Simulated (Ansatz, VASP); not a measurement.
ScPt in VASP and in Ansatz

```
Sc Pt
1.0
     3.22904    0.00000    0.00000
     0.00000    3.22904    0.00000
     0.00000    0.00000    3.22904
Sc Pt
1 1
Direct
  0.50000 0.50000 0.50000
  0.00000 0.00000 0.00000
```

Alike in both runs: functional LDA; k mesh 14 × 14 × 14; occupations gaussian, width 0.1 eV; no spin polarisation.

Ansatz relaxed the structure, and its values are those at the end. VASP's run is a single point on that final structure, the one shown.

|  | VASP | Ansatz |
| --- | --- | --- |
| version | VASP 6.6.1 | Ansatz 0.2.0 |
| potentials or method | VASP PAW LDA potentials, release 64 (Sc_sv, Pt), cutoff 520 eV | scalar-relativistic, plane waves, PAW |
| valence electrons in the cell | 21 | 29 |

```csv
,VASP,Ansatz,Ansatz less VASP
gap on the k mesh at the Fermi level (eV),none,none,-
pressure (GPa),0.8,0.0,-0.71
```

LDA's correlation is that of Perdew and Zunger in VASP and of Perdew and Wang (1992) in Ansatz. A gap of «none» marks a metal or a gap that the smearing closes. VASP's potentials hold 21 valence electrons a cell and Ansatz's 29, so a difference there can come from the potentials and not from the codes.

Neither program's run includes spin-orbit coupling.
